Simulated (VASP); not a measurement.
The system is Bi.

```
Bi
1.0
     0.00000    3.21951    3.21951
     3.21951    0.00000    3.21951
     3.21951    3.21951    0.00000
Bi
2
Direct
  0.00000 0.00000 0.00000
  0.25000 0.25000 0.25000
```

```yaml
Program: VASP 6.6.1
Task: relaxation of cell and atoms
Functional: PBE
Potentials_or_basis: VASP PAW PBE potentials, release 64 (Bi_d)
Cutoff: 600 eV
k_mesh: 10 × 10 × 10
Occupations: fermi-dirac, width 0.05 eV
Spin: no spin polarisation
```

At the start: pressure 24.0 GPa; volume 33.37 Å³/atom.

How do energy, volume and symmetry change on relaxing?

Over 3 steps the energy falls by 805.0 meV/atom and the volume is 48.38 Å³/atom (+45.0 %); space group Fd-3m (No. 227, to 0.05 Å).

The path:
```
step  energy change (eV)  largest force (eV/Å)  pressure (GPa)  volume (Å³)
   1              0.0000                0.0000           23.96        66.74
   2             -1.0778                0.0000           -4.39       127.49
   3             -1.6099                0.0000            0.00        96.77
```

Final structure:
```
CELL_PARAMETERS angstrom
0.00000 3.64391 3.64391
3.64391 0.00000 3.64391
3.64391 3.64391 0.00000
ATOMIC_POSITIONS crystal
Bi 0.00000 0.00000 0.00000
Bi 0.25000 0.25000 0.25000
```

Caveat: the volume moved by over 15 % at a fixed basis, so the end points are rough.
